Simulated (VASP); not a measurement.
MnS:

```
CELL_PARAMETERS angstrom
0.00000 2.47346 2.47346
2.47346 0.00000 2.47346
2.47346 2.47346 0.00000
ATOMIC_POSITIONS crystal
Mn 0.00000 0.00000 0.00000
S 0.75000 0.75000 0.75000
```

```yaml
Program: VASP 6.6.1
Task: relaxation of cell and atoms
Functional: PBEsol
Potentials_or_basis: VASP PAW PBE potentials, release 64 (Mn_pv, S)
Cutoff: 600 eV
k_mesh: 9 × 9 × 9
Occupations: fermi-dirac, width 0.05 eV
Spin: collinear spin, ferromagnetic start
Starting_moments: "[4.0, 0.0] μB"
```

At the start: pressure -2.7 GPa; volume 15.13 Å³/atom.

Task: Where does the relaxation end?

Result: Over 3 steps the energy falls by 2.6 meV/atom and the volume is 14.84 Å³/atom (-1.9 %); space group F-43m (No. 216, to 0.05 Å); moment 0.21 μB per cell.

Step by step:
```
step  energy change (eV)  largest force (eV/Å)  pressure (GPa)  volume (Å³)
   1              0.0000                0.0000           -2.75        30.27
   2             -0.0005                0.0000            2.85        29.14
   3             -0.0052                0.0000            0.01        29.68
```

Final structure:
```yaml
crystal:
  lattice:
    - [0.00000, 2.45743, 2.45743]
    - [2.45743, 0.00000, 2.45743]
    - [2.45743, 2.45743, 0.00000]
  atoms:
    - { symbol: Mn, position: [0.00000, 0.00000, 0.00000] }
    - { symbol: S, position: [0.75000, 0.75000, 0.75000] }
```

Caveat: the PAW data sets were made with another functional, which shifts forces and pressure a little; the moment fell far below its start of 4 μB, so a state of higher moment may lie lower in energy.
